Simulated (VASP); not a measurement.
# CsI (Pm-3m) in VASP: further runs

The runs below take CsI through single point, with PBE, r2SCAN.

All numbers are computed with VASP 6.6.1; they aren't measurements. Logs are shortened: lines on timing, memory, paths and dates and some standing lists are left out, and cuts for length are marked.

## (1) The cell of the first run

It takes space group Pm-3m (No. 221, cubic). Conventional cell: a = 4.608 Å, b = 4.608 Å, c = 4.608 Å, α = 90.00°, β = 90.00°, γ = 90.00°. Within 5.2 Å of Cs (site symmetry m-3m) lie 8 I at 3.99 Å and 6 Cs at 4.61 Å. Within 5.2 Å of I (site symmetry m-3m) lie 8 Cs at 3.99 Å and 6 I at 4.61 Å.

## (2) Single point, PBE

Input file INCAR:

```
PREC = Accurate ; ENCUT = 500
EDIFF = 1E-6 ; ISMEAR = 0
SIGMA = 0.01 ; LREAL = False
LASPH = True ; NELM = 120
ALGO = Normal ; ISIF = 2
LWAVE = False ; LCHARG = False
GGA = PE ; NBANDS = 15
GGA_COMPAT = False
```

Input file KPOINTS:

```
Automatic mesh
0
Gamma
  4 4 4
```

Input file POSCAR:

```
CsI
1.0
    4.6080832452      0.0000000000      0.0000000000
    0.0000000000      4.6080832452      0.0000000000
    0.0000000000      0.0000000000      4.6080832452
Cs I
1 1
Direct
    0.0000000000      0.0000000000      0.0000000000
    0.5000000000      0.5000000000      0.5000000000
```

Potentials or basis: VASP PAW PBE potentials, release 64 (Cs_sv, I).

Run with:

```sh
cat potpaw_PBE.64/Cs_sv/POTCAR potpaw_PBE.64/I/POTCAR > POTCAR
mpirun -np 1 vasp_std > vasp.out
```

OUTCAR:

```text
PREC = Accurate
   ENCUT = 500
   EDIFF = 1E-6
   ISMEAR = 0
   LREAL = False
   LASPH = True
   NELM = 120
   ISIF = 2
   GGA = PE

 ion  position               nearest neighbor table
   1  0.000  0.000  0.000-
   2  0.500  0.500  0.500-

  LATTYP: Found a simple cubic cell.
 ALAT       =     4.6080832452

  Lattice vectors:

 A1 = (   4.6080832452,   0.0000000000,   0.0000000000)
 A2 = (   0.0000000000,   4.6080832452,   0.0000000000)
 A3 = (   0.0000000000,   0.0000000000,   4.6080832452)

Analysis of symmetry for initial positions (statically):
=====================================================================
 Subroutine PRICEL returns:
 Original cell was already a primitive cell.

 Routine SETGRP: Setting up the symmetry group for a
 simple cubic supercell.

 Subroutine GETGRP returns: Found 48 space group operations
 (whereof 48 operations were pure point group operations)
 out of a pool of 48 trial point group operations.

The static configuration has the point symmetry O_h .

Analysis of symmetry for dynamics (positions and initial velocities):
=====================================================================
 Subroutine PRICEL returns:
 Original cell was already a primitive cell.

 Routine SETGRP: Setting up the symmetry group for a
 simple cubic supercell.

 Subroutine GETGRP returns: Found 48 space group operations
 (whereof 48 operations were pure point group operations)
 out of a pool of 48 trial point group operations.

The dynamic configuration has the point symmetry O_h .

 Subroutine INISYM returns: Found 48 space group operations
 (whereof 48 operations are pure point group operations),
 and found     1 'primitive' translations

----------------------------------------------------------------------------------------

                                     Primitive cell

  volume of cell :      97.8500

  direct lattice vectors                    reciprocal lattice vectors
     4.608083245  0.000000000  0.000000000     0.217009969  0.000000000  0.000000000
     0.000000000  4.608083245  0.000000000     0.000000000  0.217009969  0.000000000
     0.000000000  0.000000000  4.608083245     0.000000000  0.000000000  0.217009969

  length of vectors
     4.608083245  4.608083245  4.608083245     0.217009969  0.217009969  0.217009969

  position of ions in fractional coordinates (direct lattice)
     0.000000000  0.000000000  0.000000000
     0.500000000  0.500000000  0.500000000

  ion indices of the primitive-cell ions
   primitive index   ion index
                 1           1
                 2           2

----------------------------------------------------------------------------------------

 KPOINTS: Automatic mesh

Automatic generation of k-mesh.
 Grid dimensions read from file:
 generate k-points for:    4    4    4

 Generating k-lattice:

  Cartesian coordinates                     Fractional coordinates (reciprocal lattice)
     0.054252492  0.000000000  0.000000000     0.250000000  0.000000000  0.000000000
     0.000000000  0.054252492  0.000000000     0.000000000  0.250000000  0.000000000
     0.000000000  0.000000000  0.054252492     0.000000000  0.000000000  0.250000000

  Length of vectors
     0.054252492  0.054252492  0.054252492

  Shift w.r.t. Gamma in fractional coordinates (k-lattice)
     0.000000000  0.000000000  0.000000000

 Subroutine IBZKPT returns following result:
 ===========================================

 Found     10 irreducible k-points:

 Following reciprocal coordinates:
            Coordinates               Weight
  0.000000  0.000000  0.000000      1.000000
  0.250000  0.000000  0.000000      6.000000
  0.500000  0.000000  0.000000      3.000000
  0.250000  0.250000  0.000000     12.000000
  0.500000  0.250000  0.000000     12.000000
  0.500000  0.500000  0.000000      3.000000
  0.250000  0.250000  0.250000      8.000000
  0.500000  0.250000  0.250000     12.000000
  0.500000  0.500000  0.250000      6.000000
  0.500000  0.500000  0.500000      1.000000
   k-points           NKPTS =     10   k-points in BZ     NKDIM =     10   number of bands    NBANDS=     15
   number of dos      NEDOS =    301   number of ions     NIONS =      2
   total plane-waves  NPLWV =  46656
   dimension x,y,z NGX =    36 NGY =   36 NGZ =   36
   dimension x,y,z NGXF=    72 NGYF=   72 NGZF=   72
   ions per type =               1   1
   NGX,Y,Z   is equivalent  to a cutoff of  12.99, 12.99, 12.99 a.u.
   NGXF,Y,Z  is equivalent  to a cutoff of  25.98, 25.98, 25.98 a.u.
 SYSTEM =  unknown system
   PREC   = accura    normal or accurate (medium, high low for compatibility)
   ISTART =      0    job   : 0-new  1-cont  2-samecut
   ICHARG =      2    charge: 1-file 2-atom 10-const
   ISPIN  =      1    spin polarized calculation?
   LNONCOLLINEAR =      F non collinear calculations
   LSORBIT =      F    spin-orbit coupling
   LASPH  =      T    aspherical Exc in radial PAW
   ENCUT  =  500.0 eV  36.75 Ry    6.06 a.u.   8.40  8.40  8.40*2*pi/ulx,y,z
   NELM   =    120;   NELMIN=  2; NELMDL= -5     # of ELM steps
   EDIFF  = 0.1E-05   stopping-criterion for ELM
   LREAL  =      F    real-space projection
   EDIFFG = 0.1E-04   stopping-criterion for IOM
   NSW    =      0    number of steps for IOM
   IBRION =     -1    ionic relax: 0-MD 1-quasi-New 2-CG
   NFREE  =      0    steps in history (QN), initial steepest desc. (CG)
   ISIF   =      2    stress and relaxation
   ISYM   =      2    0-nonsym 1-usesym 2-fastsym
   POTIM  = 0.5000    time-step for ionic-motion
   TEBEG  =    0.0;   TEEND  =   0.0 temperature during run
   PSTRESS=    0.0 pullay stress
   NELECT =      16.0000    total number of electrons
   NUPDOWN=      -1.0000    fix difference up-down
   EMIN   =  10.00;   EMAX   =-10.00  energy-range for DOS
   EFERMI =   0.00;   METHOD = LEGACY
   ISMEAR =     0;   SIGMA  =   0.01  broadening in eV -4-tet -1-fermi 0-gaus
   EFERMI_NEDOS =   21; number of points for ismear=-14 and -15
   IALGO  =     38    algorithm
   IMIX   =      4    mixing-type and parameters
     AMIX     =   0.40;   BMIX     =  1.00
     AMIX_MAG =   1.60;   BMIX_MAG =  1.00
  volume/ion in A,a.u.               =      48.93       330.16
  Fermi-wavevector in a.u.,A,eV,Ry     =   0.895216  1.691713 10.903868  0.801412
  Thomas-Fermi vector in A             =   2.017520
   LORBIT       =      0    0 simple, 1 ext, 2 COOP (PROOUT), +10 PAW based schemes
   GGA     = PE    functional components
   LHFCALC =     F    Hartree Fock is set to
   AEXX    =    0.0000 exact exchange contribution
   IVDW    =     0    specifies the selected vdW correction
   LEPSILON=     F    determine dielectric tensor
   LRPA    =     F    only Hartree local field effects (RPA)
 non-spin polarized calculation
 Gauss-broadening in eV      SIGMA  =   0.01
  energy-cutoff  :      500.00
  volume of cell :       97.85
 maximum number of plane-waves:      2517
 NGX is ok and might be reduce to    36
   NGX = 17   NGY = 17   NGZ = 17

 number of electron      16.0000002 magnetization

 Free energy of the ion-electron system (eV)
  ---------------------------------------------------
  ext. energy  EPLUGINS =         0.00000000
  ---------------------------------------------------
  free energy    TOTEN  =        -5.43499770 eV

  energy without entropy =       -5.43499770  energy(sigma->0) =       -5.43499770

 E-fermi :   0.7623     XC(G=0):  -7.6524

 val. band max:        0.6577722677   @ k =   0.5000   0.5000   0.0000
 cond. band min:       4.4452732325   @ k =   0.0000   0.0000   0.0000
 fundamental gap:      3.7875009648
 Fermi energy:         0.7622517116

 k-point     1 :       0.0000    0.0000    0.0000
  band No.  band energies     occupation
      1     -19.7715      2.00000
      2      -9.9580      2.00000
      3      -6.4754      2.00000
      4      -6.4754      2.00000
      5      -6.4754      2.00000
      6       0.5651      2.00000
      7       0.5651      2.00000
      8       0.5651      2.00000
      9       4.4453      0.00000
     10       4.8755      0.00000
     11       4.8755      0.00000
     12       8.3571      0.00000
     13       8.3571      0.00000
     14       8.3571      0.00000
     15      10.7638      0.00000

 k-point     2 :       0.2500    0.0000    0.0000
  band No.  band energies     occupation
      1     -19.7607      2.00000
      2      -9.9609      2.00000
      3      -6.5484      2.00000
      4      -6.4473      2.00000
      5      -6.4473      2.00000
      6      -0.2462      2.00000
      7       0.4982      2.00000
      8       0.4982      2.00000
      9       5.2326      0.00000
     10       5.5526      0.00000
     11       6.0623      0.00000
     12       8.2588      0.00000
     13       8.2588      0.00000
     14       8.6158      0.00000
     15       8.8722      0.00000

 k-point     3 :       0.5000    0.0000    0.0000
  band No.  band energies     occupation
      1     -19.7497      2.00000
      2      -9.9665      2.00000
      3      -6.6076      2.00000
      4      -6.4186      2.00000
      5      -6.4186      2.00000
      6      -0.8395      2.00000
      7       0.4284      2.00000
      8       0.4284      2.00000
      9       5.8615      0.00000
     10       7.0289      0.00000
     11       7.2638      0.00000
     12       7.4877      0.00000
     13       8.4691      0.00000
     14       8.4691      0.00000
     15       8.9770      0.00000
[... 91 lines left out ...]
 k-point     9 :       0.5000    0.5000    0.2500
  band No.  band energies     occupation
      1     -19.7207      2.00000
      2      -9.7523      2.00000
      3      -6.7593      2.00000
      4      -6.7593      2.00000
      5      -6.5506      2.00000
      6      -0.3876      2.00000
      7      -0.3876      2.00000
      8      -0.0506      2.00000
      9       5.9763      0.00000
     10       6.9679      0.00000
     11       7.0425      0.00000
     12       7.0425      0.00000
     13       9.5063      0.00000
     14       9.5063      0.00000
     15      10.2258      0.00000

 k-point    10 :       0.5000    0.5000    0.5000
  band No.  band energies     occupation
      1     -19.7113      2.00000
      2      -9.7034      2.00000
      3      -6.7086      2.00000
      4      -6.7086      2.00000
      5      -6.7086      2.00000
      6      -0.5860      2.00000
      7      -0.5860      2.00000
      8      -0.5860      2.00000
      9       7.7450      0.00000
     10       7.7450      0.00000
     11       7.7450      0.00000
     12       8.3908      0.00000
     13       8.3908      0.00000
     14       8.3908      0.00000
     15      10.3074      0.00000

------------------------ aborting loop because EDIFF is reached ----------------------------------------

  FORCE on cell =-STRESS in cart. coord.  units (eV):
  Direction    XX          YY          ZZ          XY          YZ          ZX
  --------------------------------------------------------------------------------------
  -------------------------------------------------------------------------------------
  Total        0.2770531      0.2770531      0.2770531      0.0000000      0.0000000     -0.0000000
  in kB        4.5364129      4.5364129      4.5364129      0.0000000      0.0000000     -0.0000000
  external PRESSURE =       4.5364129 kB  Pullay stress =       0.0000000 kB

 VOLUME and BASIS-vectors are now :
 -----------------------------------------------------------------------------
  energy-cutoff  :      500.00
  volume of cell :       97.85
      direct lattice vectors                 reciprocal lattice vectors
     4.608083245  0.000000000  0.000000000     0.217009969  0.000000000  0.000000000
     0.000000000  4.608083245  0.000000000     0.000000000  0.217009969  0.000000000
     0.000000000  0.000000000  4.608083245     0.000000000  0.000000000  0.217009969

 POSITION                                       TOTAL-FORCE (eV/Angst)
 -----------------------------------------------------------------------------------
      0.00000      0.00000      0.00000         0.000000      0.000000      0.000000
      2.30404      2.30404      2.30404         0.000000      0.000000      0.000000
 -----------------------------------------------------------------------------------
    total drift:                               -0.000000      0.000000      0.000000

  FREE ENERGIE OF THE ION-ELECTRON SYSTEM (eV)
  ---------------------------------------------------
  free  energy   TOTEN  =        -5.4349976984 eV

  energy  without entropy=       -5.4349976984  energy(sigma->0) =       -5.43499770
```

Run time: 12 s. Hardware: 1 thread of Intel Xeon Platinum 8259CL at 2.50GHz (Skylake/Cascade Lake), shared host; peak memory 0.2 GiB.

Results:

```
Free energy            : -5.4350 eV
Pressure               : 0.5 GPa
Band gap on the k mesh : 3.79 eV, indirect (least direct gap 3.88 eV)
```

Caveat: spin-orbit coupling is left out, which moves the levels of the heavy elements. A k mesh can miss the band edges.

## (3) Single point, PBE

Input file INCAR:

```
SYSTEM = CsI
PREC = Accurate
ENCUT = 500
EDIFF = 1E-6
ISMEAR = 0
SIGMA = 0.01
LREAL = .False.
LASPH = .True.
NELM = 120
ALGO = Normal
ISIF = 2
LWAVE = .False.
LCHARG = .False.
GGA = PE
NBANDS = 15
GGA_COMPAT = .False.
```

Input file KPOINTS:

```
Automatic mesh
0
Gamma
  4 4 4
  0 0 0
```

POSCAR is that of step 2.

Potentials or basis: VASP PAW PBE potentials, release 64 (Cs_sv, I).

Run with:

```sh
cat potpaw_PBE.64/Cs_sv/POTCAR potpaw_PBE.64/I/POTCAR > POTCAR
mpirun -np 1 vasp_std > vasp.out
```

Wall time 12 s (1 thread of Intel Xeon Platinum 8259CL at 2.50GHz (Skylake/Cascade Lake), shared host); peak memory 0.2 GiB.

It converged, with:

```
Free energy            : -5.4350 eV
Pressure               : 0.5 GPa
Band gap on the k mesh : 3.79 eV, indirect (least direct gap 3.88 eV)
```

Levels at points of the mesh, in eV from the valence-band top:
| k point | band 6 | band 7 | band 8 | band 9 | band 10 | band 11 |
| --- | --- | --- | --- | --- | --- | --- |
| (0.00, 0.00, 0.00) | -0.09 | -0.09 | -0.09 | 3.79 | 4.22 | 4.22 |
| (0.50, 0.00, 0.00) | -1.50 | -0.23 | -0.23 | 5.20 | 6.37 | 6.61 |
| (0.50, 0.50, 0.00) | -0.84 | -0.84 | 0.00 | 4.24 | 4.91 | 6.09 |
| (0.50, 0.50, 0.50) | -1.24 | -1.24 | -1.24 | 7.09 | 7.09 | 7.09 |

Caveat: spin-orbit coupling is left out, which moves the levels of the heavy elements. A k mesh can miss the band edges.

## (4) Single point, r2SCAN

POSCAR is that of step 3.

Input file INCAR.step1:

```
SYSTEM = CsI
ALGO = Normal ; EDIFF = 1E-5
ENCUT = 550 ; GGA = PE
GGA_COMPAT = .FALSE. ; ISMEAR = 0
LASPH = .TRUE. ; LCHARG = .FALSE.
LREAL = .FALSE. ; LWAVE = .TRUE.
NBANDS = 15 ; NELM = 120
PREC = Accurate ; SIGMA = 0.01
```

Input file INCAR.step2:

```
SYSTEM = CsI
ALGO = Normal ; EDIFF = 1E-6
ENCUT = 550 ; GGA_COMPAT = .FALSE.
ISIF = 2 ; ISMEAR = 0
ISTART = 1 ; LASPH = .TRUE.
LCHARG = .TRUE. ; LELF = .TRUE.
LMIXTAU = .TRUE. ; LREAL = .FALSE.
LVHAR = .TRUE. ; LWAVE = .FALSE.
METAGGA = R2SCAN ; NBANDS = 15
NELM = 120 ; PREC = Accurate
SIGMA = 0.01
```

Input file KPOINTS:

```
k-points
0
G
  4 4 4
  0 0 0
```

Run with:

```sh
cat potpaw_PBE.64/Cs_sv/POTCAR potpaw_PBE.64/I/POTCAR > POTCAR
cp INCAR.step1 INCAR
mpirun -np 1 vasp_std > vasp.out
cp INCAR.step2 INCAR
mpirun -np 1 vasp_std > vasp.out
```

Wall time 55 s (1 thread of Intel Xeon Platinum 8259CL at 2.50GHz (Skylake/Cascade Lake), shared host); peak memory 0.22 GiB.

Results (log left out):

```yaml
Free_energy: -53.1239 eV
Pressure: 0.1 GPa
Band_gap_on_the_k_mesh: 4.50 eV, indirect (least direct gap 4.59 eV)
```

Levels at points of the mesh, in eV from the valence-band top:
```
           k point  band 5  band 6  band 7  band 8  band 9  band 10  band 11  band 12
(0.00, 0.00, 0.00)   -7.33   -0.09   -0.09   -0.09    4.50     4.65     4.65     8.34
(0.50, 0.00, 0.00)   -7.27   -1.49   -0.22   -0.22    5.66     7.03     7.22     7.36
(0.50, 0.50, 0.00)   -7.24   -0.86   -0.86    0.00    4.76     5.50     6.66     6.66
(0.50, 0.50, 0.50)   -7.56   -1.25   -1.25   -1.25    7.66     7.66     7.66     8.40
```

Caveat: the PAW data sets were made with another functional, which shifts forces and pressure a little; spin-orbit coupling is left out, which moves the levels of the heavy elements. r2SCAN opens gaps a little over a GGA but as a rule still falls short of measured ones.

## (5) Single point, PBE

Input file INCAR:

```
SYSTEM = CsI
PREC = Accurate
ENCUT = 500
EDIFF = 1E-6
ISMEAR = 0
SIGMA = 0.01
LREAL = .FALSE.
LASPH = .TRUE.
NELM = 120
ALGO = Normal
ISIF = 2
LWAVE = .FALSE.
LCHARG = .FALSE.
GGA = PE
NBANDS = 15
GGA_COMPAT = .FALSE.
```

Input file KPOINTS:

```
Automatic mesh
0
G
  6 6 6
  0 0 0
```

POSCAR is that of step 4.

Run with:

```sh
cat potpaw_PBE.64/Cs_sv/POTCAR potpaw_PBE.64/I/POTCAR > POTCAR
mpirun -np 1 vasp_std > vasp.out
```

Run time: 19 s. Hardware: 1 thread of Intel Xeon Platinum 8259CL at 2.50GHz (Skylake/Cascade Lake), shared host; peak memory 0.21 GiB.

The run converged. Its results:

```yaml
Free_energy: -5.4374 eV
Pressure: 0.4 GPa
Band_gap_on_the_k_mesh: 3.79 eV, indirect (least direct gap 3.88 eV)
```

Levels at points of the mesh, in eV from the valence-band top:
| k point | band 4 | band 5 | band 6 | band 7 | band 8 | band 9 | band 10 | band 11 | band 12 | band 13 |
| --- | --- | --- | --- | --- | --- | --- | --- | --- | --- | --- |
| (0.00, 0.00, 0.00) | -7.13 | -7.13 | -0.09 | -0.09 | -0.09 | 3.79 | 4.22 | 4.22 | 7.70 | 7.70 |
| (0.50, 0.00, 0.00) | -7.07 | -7.07 | -1.50 | -0.23 | -0.23 | 5.21 | 6.37 | 6.61 | 6.83 | 7.81 |
| (0.50, 0.50, 0.00) | -7.46 | -7.04 | -0.84 | -0.84 | 0.00 | 4.25 | 4.91 | 6.09 | 6.09 | 9.40 |
| (0.50, 0.50, 0.50) | -7.36 | -7.36 | -1.24 | -1.24 | -1.24 | 7.09 | 7.09 | 7.09 | 7.74 | 7.74 |

Caveat: spin-orbit coupling is left out, which moves the levels of the heavy elements. A k mesh can miss the band edges.

## (6) Summary

```csv
level,k mesh,cutoff (eV),gap on the mesh (eV),pressure (GPa)
PBE,4 × 4 × 4,500,3.79,0.5
r2SCAN,4 × 4 × 4,550,4.50,0.1
PBE,6 × 6 × 6,500,3.79,0.4
```

Alike in all rows: task single point; potentials or basis VASP PAW PBE potentials, release 64 (Cs_sv, I); no spin polarisation; cell as given; smearing gaussian 0.01 eV.

On the cell as given the gap runs from 3.79 eV (PBE) to 4.50 eV (r2SCAN); the meshes differ, which moves gaps too. The pressure there spans 0.1 GPa (r2SCAN) to 0.5 GPa (PBE); a positive pressure means that this level wants a larger cell, a negative one a smaller.

Caveats: spin-orbit coupling is left out, which moves the levels of the heavy elements; the PAW data sets were made with another functional, which shifts forces and pressure a little (some runs).

Total energies depend on the potentials used, so only differences within one code and one set of settings carry meaning.
